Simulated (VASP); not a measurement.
A run of VASP 6.6.1:

The input INCAR:

```
SYSTEM = Si
PREC     = Accurate       ! precision mode
ENCUT    = 520            ! plane-wave cutoff, eV
EDIFF    = 1E-7           ! SCF threshold, eV
ISMEAR   = 0              ! smearing method
SIGMA    = 0.05           ! smearing width, eV
LREAL    = .FALSE.        ! projectors in reciprocal space
LASPH    = .TRUE.         ! aspherical terms in the spheres
NELM     = 60             ! most SCF steps
ALGO     = Normal         ! electronic algorithm
ISIF     = 2              ! what is computed and relaxed
LWAVE    = .FALSE.        ! write WAVECAR
LCHARG   = .FALSE.        ! write CHGCAR
GGA      = PE             ! functional
NBANDS   = 11             ! bands
```

Contents of KPOINTS:

```
regular mesh
0
G
  10 10 10
  0 0 0
```

The input POSCAR:

```
Si
1.0
    0.0000000000      2.7154700000      2.7154700000
    2.7154700000      0.0000000000      2.7154700000
    2.7154700000      2.7154700000      0.0000000000
Si
2
Direct
    0.5000000000      0.5000000000      0.5000000000
    0.7500000000      0.7500000000      0.7500000000
```

Potentials or basis: VASP PAW PBE potentials, release 64 (Si).

Run with:

```console
$ cat potpaw_PBE.64/Si/POTCAR > POTCAR
$ mpirun -np 1 vasp_std > vasp.out
```

Hardware: 1 thread of AMD EPYC 9R45 (Zen 5), on a shared host.

Problem. How long does it take, and how much memory?

Solution. Wall time 19 s on 1 thread of AMD EPYC 9R45 (Zen 5), with other jobs on the host, peak memory 0.12 GiB. Counts: scf iterations 13, k points 47.
